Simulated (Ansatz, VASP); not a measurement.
IrPt2 in VASP and in Ansatz

```
Ir Pt
1.0
     0.00000    2.97840    2.97840
     2.97840    0.00000    2.97840
     2.97840    2.97840    0.00000
Ir Pt
1 2
Direct
  0.50000 0.50000 0.50000
  0.25000 0.25000 0.25000
  0.75000 0.75000 0.75000
```

Alike in both runs: task relaxation of cell and atoms; functional PBE; k mesh 6 × 6 × 6; occupations gaussian, width 0.2 eV; no spin polarisation.

|  | VASP | Ansatz |
| --- | --- | --- |
| version | VASP 6.6.1 | Ansatz 0.2.0 |
| potentials or method | VASP PAW PBE potentials, release 64 (Ir, Pt), cutoff 500 eV | scalar-relativistic, plane waves, PAW |
| valence electrons in the cell | 29 | 53 |

Ansatz gave:

| Item | Value |
| --- | --- |
| gap on the k mesh at the Fermi level, each at its own relaxed structure (eV) | none |
| relaxed volume (Å³/atom) | 18.32 |
| relaxed cell length with the largest relative difference (Å) | 4.267 |

Problem. Which values does VASP return?

Solution. gap on the k mesh at the Fermi level, each at its own relaxed structure (eV): none; relaxed volume (Å³/atom): 18.32; relaxed cell length with the largest relative difference (Å): 4.268.

A gap of «none» marks a metal or a gap that the smearing closes. VASP's potentials hold 29 valence electrons a cell and Ansatz's 53, so a difference there can come from the potentials and not from the codes.

Spin-orbit coupling is off throughout.
